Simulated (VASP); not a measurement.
# Si12N16O (a cell with a defect) (O interstitial hop between voids) in VASP: a series of runs

Runs on Si12N16O (a cell with a defect) (O interstitial hop between voids). Level: PBE. Tasks: single point.

All numbers are computed with VASP 6.6.1; they aren't measurements. Logs are shortened: lines on timing, memory, paths and dates and some standing lists are left out, and cuts for length are marked.

## Step 1: The cell of the first run

The cell holds a defect, 29 atoms: a = 7.664 Å, b = 7.664 Å, c = 5.853 Å, α = 90.00°, β = 90.00°, γ = 120.00°.

## Step 2: Single point, PBE

The input, INCAR:

```
PREC = Accurate
ENCUT = 520
EDIFF = 1E-6
ISMEAR = -1
SIGMA = 0.01
LREAL = F
LASPH = T
NELM = 120
ALGO = Normal
ISIF = 2
LWAVE = F
LCHARG = F
GGA = PE
NBANDS = 87
GGA_COMPAT = F
```

The input, KPOINTS:

```
regular mesh
0
Gamma
  1 1 1
```

The input, POSCAR:

```
Si12N16O
1.0
    7.6639217138      0.0000000029      0.0000000000
   -3.8319608594      6.6371508953      0.0000000000
    0.0000000000      0.0000000000      5.8525451500
Si N O
12 16 1
Direct
    0.2309359647      0.8246966265      0.3801213924
    0.4059280080      0.2276140702      0.1301025598
    0.8249663939      0.5927136273      0.1319854148
    0.1842174661      0.4093978919      0.3800885225
    0.5942749532      0.7656133306      0.3801236109
    0.7833866934      0.1871123013      0.1397125622
    0.2318540683      0.8214226316      0.8801481073
    0.4058668084      0.2275608260      0.6301439791
    0.8250215718      0.5928190864      0.6282807528
    0.1868793994      0.4125369483      0.8801133046
    0.6112351258      0.7660802375      0.8802016854
    0.7833638870      0.1871530366      0.6202889191
    0.3364179315      0.6703805136      0.3801769913
    0.6684109076      0.3308311498      0.1328911643
    0.9683327753      0.6716360459      0.3801136895
    0.2994633372      0.9649926000      0.1287500542
    0.6540411474      0.6801323934      0.1372330707
    0.3253039894      0.2874264123      0.3801300747
    0.0432106946      0.3413793327      0.1299904354
    0.7175166108      0.0343902569      0.3800023611
    0.3463906271      0.6736707112      0.8801167766
    0.6683928504      0.3308903842      0.6273587887
    0.9664733197      0.6656582660      0.8801444741
    0.2994398257      0.9649654877      0.6315094030
    0.6544073498      0.6806049678      0.6231020313
    0.3368002615      0.2985462216      0.8801147217
    0.0431867996      0.3412220900      0.6301990277
    0.7204584345      0.0501407196      0.8800002053
   -0.1308158956     -0.0236480310     -0.1192640601
```

Potentials or basis: VASP PAW PBE potentials, release 64 (Si, N, O).

Run with:

```sh
cat potpaw_PBE.64/Si/POTCAR potpaw_PBE.64/N/POTCAR potpaw_PBE.64/O/POTCAR > POTCAR
mpirun -np 1 vasp_gam > vasp.out
```

OUTCAR:

```text
PREC = Accurate
   ENCUT = 520
   EDIFF = 1E-6
   ISMEAR = -1
   LREAL = F
   LASPH = T
   NELM = 120
   ISIF = 2
   GGA = PE

 ion  position               nearest neighbor table
   1  0.231  0.825  0.380-  13 1.73  24 1.74  16 1.74  15 1.75   7 2.93   7 2.93   4 3.02   5 3.04
                             8 3.05   2 3.06   9 3.07   3 3.07
   2  0.406  0.228  0.130-  26 1.73  18 1.74  16 1.75  14 1.76   8 2.93   8 2.93   3 3.03   1 3.06
                             4 3.06  10 3.06   6 3.06   7 3.08
   3  0.825  0.593  0.132-  15 1.74  17 1.74  23 1.75  14 1.75   9 2.90   9 2.95   6 2.96  11 2.97
                             2 3.03   5 3.06   1 3.07   7 3.08
   4  0.184  0.409  0.380-  19 1.74  27 1.74  13 1.74  18 1.75  10 2.93  10 2.93   5 2.96  12 3.01
                             6 3.01   1 3.02   2 3.06   8 3.06
   5  0.594  0.766  0.380-  25 1.72  17 1.72  13 1.73  20 1.79  11 2.93  11 2.93   4 2.96   1 3.04
                             9 3.05   3 3.06  12 3.14   6 3.14
   6  0.783  0.187  0.140-  14 1.72  20 1.74  19 1.74  28 1.77  29 2.53  12 2.81   3 2.96   4 3.01
                            12 3.04   2 3.06  10 3.08   5 3.14
   7  0.232  0.821  0.880-  16 1.74  24 1.74  21 1.75  23 1.77   1 2.93   1 2.93  10 2.98   8 3.08
                             2 3.08   9 3.08   3 3.08  11 3.14
   8  0.406  0.228  0.630-  26 1.73  18 1.74  24 1.75  22 1.76   2 2.93   2 2.93   9 3.03   1 3.05
                             4 3.06  10 3.06  12 3.06   7 3.08
   9  0.825  0.593  0.628-  15 1.74  25 1.74  23 1.75  22 1.75   3 2.90   3 2.95  12 2.96  11 2.97
                             8 3.03   5 3.05   1 3.07   7 3.08
  10  0.187  0.413  0.880-  19 1.75  27 1.75  21 1.75  26 1.76   4 2.93   4 2.93   7 2.98  11 3.02
                             8 3.06   2 3.06   6 3.08  12 3.09
  11  0.611  0.766  0.880-  25 1.74  17 1.74  21 1.78  29 1.82  28 1.90   5 2.93   5 2.93   3 2.97
                             9 2.97  10 3.02   7 3.14
  12  0.783  0.187  0.620-  22 1.72  27 1.74  20 1.74  28 1.77  29 2.54   6 2.81   9 2.96   4 3.01
                             6 3.04   8 3.06  10 3.09   5 3.14
  13  0.336  0.670  0.380-   5 1.73   1 1.73   4 1.74
  14  0.668  0.331  0.133-   6 1.72   3 1.75   2 1.76
  15  0.968  0.672  0.380-   9 1.74   3 1.74   1 1.75
  16  0.299  0.965  0.129-   7 1.74   1 1.74   2 1.75
  17  0.654  0.680  0.137-   5 1.72  11 1.74   3 1.74
  18  0.325  0.287  0.380-   8 1.74   2 1.74   4 1.75
  19  0.043  0.341  0.130-   6 1.74   4 1.74  10 1.75
  20  0.718  0.034  0.380-   6 1.74  12 1.74   5 1.79
  21  0.346  0.674  0.880-   7 1.75  10 1.75  11 1.78
  22  0.668  0.331  0.627-  12 1.72   9 1.75   8 1.76
  23  0.966  0.666  0.880-   9 1.75   3 1.75   7 1.77
  24  0.299  0.965  0.632-   7 1.74   1 1.74   8 1.75
  25  0.654  0.681  0.623-   5 1.72  11 1.74   9 1.74
  26  0.337  0.299  0.880-   8 1.73   2 1.73  10 1.76
  27  0.043  0.341  0.630-  12 1.74   4 1.74  10 1.75
  28  0.720  0.050  0.880-  29 1.50   6 1.77  12 1.77  11 1.90
  29  0.869  0.976  0.881-  28 1.50  11 1.82   6 2.53  12 2.54

  LATTYP: Found a hexagonal cell.
 ALAT       =     7.6639217138
 C/A-ratio  =     0.7636488692

  Lattice vectors:

 A1 = (   7.6639217138,   0.0000000029,   0.0000000000)
 A2 = (  -3.8319608594,   6.6371508953,   0.0000000000)
 A3 = (   0.0000000000,   0.0000000000,   5.8525451500)

Analysis of symmetry for initial positions (statically):
=====================================================================
 Subroutine PRICEL returns:
 Original cell was already a primitive cell.

 Routine SETGRP: Setting up the symmetry group for a
 hexagonal supercell.

 Subroutine GETGRP returns: Found  1 space group operations
 (whereof  1 operations were pure point group operations)
 out of a pool of 24 trial point group operations.

The static configuration has the point symmetry C_1 .

Analysis of symmetry for dynamics (positions and initial velocities):
=====================================================================
 Subroutine PRICEL returns:
 Original cell was already a primitive cell.

 Routine SETGRP: Setting up the symmetry group for a
 hexagonal supercell.

 Subroutine GETGRP returns: Found  1 space group operations
 (whereof  1 operations were pure point group operations)
 out of a pool of 24 trial point group operations.

The dynamic configuration has the point symmetry C_1 .

 Subroutine INISYM returns: Found  1 space group operations
 (whereof  1 operations are pure point group operations),
 and found     1 'primitive' translations

----------------------------------------------------------------------------------------

                                     Primitive cell

  volume of cell :     297.6991

  direct lattice vectors                    reciprocal lattice vectors
     7.663921714  0.000000003  0.000000000     0.130481500  0.075333529  0.000000000
    -3.831960859  6.637150895  0.000000000    -0.000000000  0.150667058  0.000000000
     0.000000000  0.000000000  5.852545150     0.000000000  0.000000000  0.170865833

  length of vectors
     7.663921714  7.663921714  5.852545150     0.150667058  0.150667058  0.170865833

  position of ions in fractional coordinates (direct lattice)
     0.230935965  0.824696626  0.380121392
     0.405928008  0.227614070  0.130102560
     0.824966394  0.592713627  0.131985415
     0.184217466  0.409397892  0.380088523
     0.594274953  0.765613331  0.380123611
     0.783386693  0.187112301  0.139712562
[... 21 lines left out ...]
     0.720458435  0.050140720  0.880000205
     0.869184104  0.976351969  0.880735940

  ion indices of the primitive-cell ions
   primitive index   ion index
                 1           1
                 2           2
                 3           3
                 4           4
                 5           5
                 6           6
[... 21 lines left out ...]
                28          28
                29          29

----------------------------------------------------------------------------------------

 KPOINTS: regular mesh

Automatic generation of k-mesh.
 Grid dimensions read from file:
 generate k-points for:    1    1    1

 Generating k-lattice:

  Cartesian coordinates                     Fractional coordinates (reciprocal lattice)
     0.130481500  0.075333529  0.000000000     1.000000000 -0.000000000  0.000000000
    -0.000000000  0.150667058  0.000000000     0.000000000  1.000000000  0.000000000
     0.000000000  0.000000000  0.170865833     0.000000000  0.000000000  1.000000000

  Length of vectors
     0.150667058  0.150667058  0.170865833

  Shift w.r.t. Gamma in fractional coordinates (k-lattice)
     0.000000000  0.000000000  0.000000000

 Subroutine IBZKPT returns following result:
 ===========================================

 Found      1 irreducible k-points:

 Following reciprocal coordinates:
            Coordinates               Weight
  0.000000  0.000000  0.000000      1.000000
   k-points           NKPTS =      1   k-points in BZ     NKDIM =      1   number of bands    NBANDS=     87
   number of dos      NEDOS =    301   number of ions     NIONS =     29
   total plane-waves  NPLWV = 172800
   dimension x,y,z NGX =    60 NGY =   60 NGZ =   48
   dimension x,y,z NGXF=   120 NGYF=  120 NGZF=   96
   ions per type =              12  16   1
   NGX,Y,Z   is equivalent  to a cutoff of  13.02, 13.02, 13.63 a.u.
   NGXF,Y,Z  is equivalent  to a cutoff of  26.03, 26.03, 27.27 a.u.
 SYSTEM =  unknown system
   PREC   = accura    normal or accurate (medium, high low for compatibility)
   ISTART =      0    job   : 0-new  1-cont  2-samecut
   ICHARG =      2    charge: 1-file 2-atom 10-const
   ISPIN  =      1    spin polarized calculation?
   LNONCOLLINEAR =      F non collinear calculations
   LSORBIT =      F    spin-orbit coupling
   LASPH  =      T    aspherical Exc in radial PAW
   ENCUT  =  520.0 eV  38.22 Ry    6.18 a.u.  14.25 14.25 10.88*2*pi/ulx,y,z
   NELM   =    120;   NELMIN=  2; NELMDL= -5     # of ELM steps
   EDIFF  = 0.1E-05   stopping-criterion for ELM
   LREAL  =      F    real-space projection
[... 7 lines left out ...]
   TEBEG  =    0.0;   TEEND  =   0.0 temperature during run
   PSTRESS=    0.0 pullay stress
   NELECT =     134.0000    total number of electrons
   NUPDOWN=      -1.0000    fix difference up-down
   EMIN   =  10.00;   EMAX   =-10.00  energy-range for DOS
   EFERMI =   0.00;   METHOD = LEGACY
   ISMEAR =    -1;   SIGMA  =   0.01  broadening in eV -4-tet -1-fermi 0-gaus
   EFERMI_NEDOS =   21; number of points for ismear=-14 and -15
   IALGO  =     38    algorithm
   IMIX   =      4    mixing-type and parameters
     AMIX     =   0.40;   BMIX     =  1.00
     AMIX_MAG =   1.60;   BMIX_MAG =  1.00
  volume/ion in A,a.u.               =      10.27        69.27
  Fermi-wavevector in a.u.,A,eV,Ry     =   1.254635  2.370916 21.417039  1.574108
  Thomas-Fermi vector in A             =   2.388430
   LORBIT       =      0    0 simple, 1 ext, 2 COOP (PROOUT), +10 PAW based schemes
   GGA     = PE    functional components
[... 5 lines left out ...]
 non-spin polarized calculation
  energy-cutoff  :      520.00
  volume of cell :      297.70
 maximum number of plane-waves:      3992
 NGX is ok and might be reduce to    60
   NGX = 29   NGY = 29   NGZ = 21

 number of electron     134.0000009 magnetization

 Free energy of the ion-electron system (eV)
  ---------------------------------------------------
  ext. energy  EPLUGINS =         0.00000000
  ---------------------------------------------------
  free energy    TOTEN  =      -228.28669413 eV

  energy without entropy =     -228.28669413  energy(sigma->0) =     -228.28669413

 E-fermi :   7.1060     XC(G=0): -10.8716

 val. band max:        6.8320121683   @ k =   0.0000   0.0000   0.0000
 cond. band min:      10.5255858603   @ k =   0.0000   0.0000   0.0000
 fundamental gap:      3.6935736920
 Fermi energy:         7.1059616772

 k-point     1 :       0.0000    0.0000    0.0000
  band No.  band energies     occupation
      1     -14.3937      2.00000
      2     -11.1228      2.00000
      3      -9.9474      2.00000
      4      -9.6487      2.00000
      5      -9.2869      2.00000
      6      -9.1730      2.00000
[... 71 lines left out ...]
     78      12.2800      0.00000
     79      12.8866      0.00000
 [bands above 79 left out]

------------------------ aborting loop because EDIFF is reached ----------------------------------------

  FORCE on cell =-STRESS in cart. coord.  units (eV):
  Direction    XX          YY          ZZ          XY          YZ          ZX
  --------------------------------------------------------------------------------------
  -------------------------------------------------------------------------------------
  Total       -8.4670427     -2.7103150     25.6646846     -2.7128398     -0.0250714     -0.0087601
  in kB      -45.5685079    -14.5865579    138.1239503    -14.6001462     -0.1349308     -0.0471456
  external PRESSURE =      25.9896281 kB  Pullay stress =       0.0000000 kB

 VOLUME and BASIS-vectors are now :
 -----------------------------------------------------------------------------
  energy-cutoff  :      520.00
  volume of cell :      297.70
      direct lattice vectors                 reciprocal lattice vectors
     7.663921714  0.000000003  0.000000000     0.130481500  0.075333529  0.000000000
    -3.831960859  6.637150895  0.000000000    -0.000000000  0.150667058  0.000000000
     0.000000000  0.000000000  5.852545150     0.000000000  0.000000000  0.170865833

 POSITION                                       TOTAL-FORCE (eV/Angst)
 -----------------------------------------------------------------------------------
     -1.39033      5.47364      2.22468        -0.002416     -0.000482      0.000503
      2.23879      1.51071      0.76143        -0.007365     -0.003315     -0.001601
      4.05122      3.93393      0.77245         0.000105      0.004249      0.002012
     -0.15697      2.71724      2.22449         0.000186     -0.007380      0.002048
      1.62068      5.08149      2.22469         0.002879      0.000629      0.000168
      5.28681      1.24189      0.81767        -0.000048      0.000841     -0.009109
[... 21 lines left out ...]
      5.32940      0.33279      5.15024        -0.126058      0.064858      0.000957
      2.92002      6.48020      5.15455         0.174427     -0.017452     -0.001315
 -----------------------------------------------------------------------------------
    total drift:                                0.000759     -0.000552     -0.000009

  FREE ENERGIE OF THE ION-ELECTRON SYSTEM (eV)
  ---------------------------------------------------
  free  energy   TOTEN  =      -228.2866941279 eV

  energy  without entropy=     -228.2866941279  energy(sigma->0) =     -228.28669413
```

It took 28 s on 1 thread of Intel Xeon 6975P-C (Granite Rapids), shared host; peak memory 0.4 GiB.

Results:

```yaml
Free_energy: -228.2867 eV
Pressure: 2.6 GPa
Largest_force: 0.175 eV/Å
Band_gap_on_the_k_mesh: 3.69 eV
```

Forces on the atoms (eV/Å):
```
Si  -0.002  0.000  0.001
Si  -0.007 -0.003 -0.002
Si   0.000  0.004  0.002
Si   0.000 -0.007  0.002
Si   0.003  0.001  0.000
Si   0.000  0.001 -0.009
Si  -0.003  0.004 -0.002
Si  -0.006 -0.002  0.002
Si  -0.001  0.002 -0.001
Si   0.000 -0.008 -0.002
Si  -0.035 -0.060  0.000
Si  -0.001  0.001  0.009
N   -0.002  0.005  0.000
N   -0.003  0.000 -0.001
N    0.001 -0.001  0.000
N    0.000 -0.001  0.002
N    0.006  0.013  0.003
N    0.001  0.004 -0.002
N    0.000 -0.002  0.001
N    0.000 -0.013  0.000
N    0.000  0.003  0.000
N   -0.003  0.001  0.000
N   -0.002  0.001  0.000
N   -0.001  0.000 -0.002
N    0.006  0.012 -0.002
N    0.001 -0.001  0.000
N    0.001 -0.001 -0.001
N   -0.126  0.065  0.001
O    0.174 -0.017 -0.001
```

Caveat: the k points lie up to 1.07 Å⁻¹ apart.

## Step 3: Single point, PBE

The input, INCAR:

```
SYSTEM = Si12N16O
ALGO = Normal
EDIFF = 1E-6
ENCUT = 520
GGA = PE
GGA_COMPAT = .FALSE.
ISIF = 2
ISMEAR = -1
LASPH = .TRUE.
LCHARG = .TRUE.
LELF = .TRUE.
LREAL = .FALSE.
LVHAR = .TRUE.
LWAVE = .FALSE.
NBANDS = 87
NELM = 120
PREC = Accurate
SIGMA = 0.01
```

The input, KPOINTS:

```
k-points
0
G
  1 1 1
  0 0 0
```

The input, POSCAR:

```
Si12N16O
1.0
    7.6639217100      0.0000000000      0.0000000000
   -3.8319608600      6.6371509000      0.0000000000
    0.0000000000      0.0000000000      5.8525451500
Si N O
12 16 1
Direct
    0.2309359733      0.8246966330      0.3801214588
    0.4059279786      0.2276140806      0.1301025418
    0.8249663533      0.5927136597      0.1319854833
    0.1842175573      0.4093979542      0.3800884817
    0.5942748856      0.7656132995      0.3801236800
    0.7833866896      0.1871123647      0.1397125488
    0.2318540644      0.8214226378      0.8801481865
    0.4058668083      0.2275608951      0.6301439639
    0.8250215659      0.5928191267      0.6282806720
    0.1868794471      0.4125369517      0.8801133298
    0.6112351592      0.7660802167      0.8802016675
    0.7833638403      0.1871530448      0.6202889353
    0.3364179856      0.6703805695      0.3801769902
    0.6684109075      0.3308311101      0.1328912431
    0.9683328515      0.6716360781      0.3801137698
    0.2994634140      0.9649926748      0.1287499679
    0.6540410657      0.6801323441      0.1372331147
    0.3253040133      0.2874263413      0.3801300021
    0.0432106655      0.3413793108      0.1299904538
    0.7175165847      0.0343902080      0.3800023653
    0.3463906342      0.6736706860      0.8801167472
    0.6683927573      0.3308903222      0.6273588509
    0.9664732358      0.6656582119      0.8801444274
    0.2994398069      0.9649655547      0.6315093528
    0.6544073465      0.6806049867      0.6231020704
    0.3368001849      0.2985461729      0.8801146968
    0.0431868949      0.3412221651      0.6301989827
    0.7204585015      0.0501407916      0.8800002167
   -0.1308158704     -0.0236480988     -0.1192640094
```

Potentials or basis: VASP PAW PBE potentials, release 64 (Si, N, O).

Run with:

```sh
cat potpaw_PBE.64/Si/POTCAR potpaw_PBE.64/N/POTCAR potpaw_PBE.64/O/POTCAR > POTCAR
mpirun -np 1 vasp_gam > vasp.out
```

Wall time 31 s (1 thread of Intel Xeon 6975P-C (Granite Rapids), shared host); peak memory 0.38 GiB.

Results (log left out):

- Free energy: -228.2867 eV
- Pressure: 2.6 GPa
- Largest force: 0.175 eV/Å
- Band gap on the k mesh: 3.69 eV

Forces on the atoms (eV/Å):
```
Si  -0.002  0.000  0.000
Si  -0.007 -0.003 -0.002
Si   0.000  0.004  0.002
Si   0.000 -0.007  0.002
Si   0.003  0.001  0.000
Si   0.000  0.001 -0.009
Si  -0.003  0.004 -0.002
Si  -0.006 -0.002  0.002
Si   0.000  0.002 -0.001
Si   0.000 -0.008 -0.002
Si  -0.035 -0.060  0.000
Si  -0.001  0.001  0.009
N   -0.002  0.005  0.000
N   -0.003  0.000 -0.001
N    0.001 -0.001  0.000
N    0.000 -0.001  0.002
N    0.006  0.013  0.003
N    0.001  0.004 -0.002
N    0.000 -0.002  0.001
N    0.000 -0.013  0.000
N    0.000  0.003  0.000
N   -0.003  0.001  0.000
N   -0.002  0.001  0.000
N   -0.001  0.000 -0.002
N    0.006  0.012 -0.002
N    0.001 -0.001  0.000
N    0.001 -0.001 -0.001
N   -0.126  0.065  0.001
O    0.174 -0.017 -0.001
```

Stress tensor (GPa, compression positive):
```
-4.56 -1.46  0.00
-1.46 -1.46 -0.01
 0.00 -0.01 13.81
```

Levels at points of the mesh, in eV from the valence-band top:
| k point | band 63 | band 64 | band 65 | band 66 | band 67 | band 68 | band 69 | band 70 | band 71 | band 72 |
| --- | --- | --- | --- | --- | --- | --- | --- | --- | --- | --- |
| (0.00, 0.00, 0.00) | -1.14 | -0.59 | -0.48 | -0.27 | 0.00 | 3.69 | 4.09 | 4.37 | 4.58 | 4.66 |

Caveat: the k points lie up to 1.07 Å⁻¹ apart.
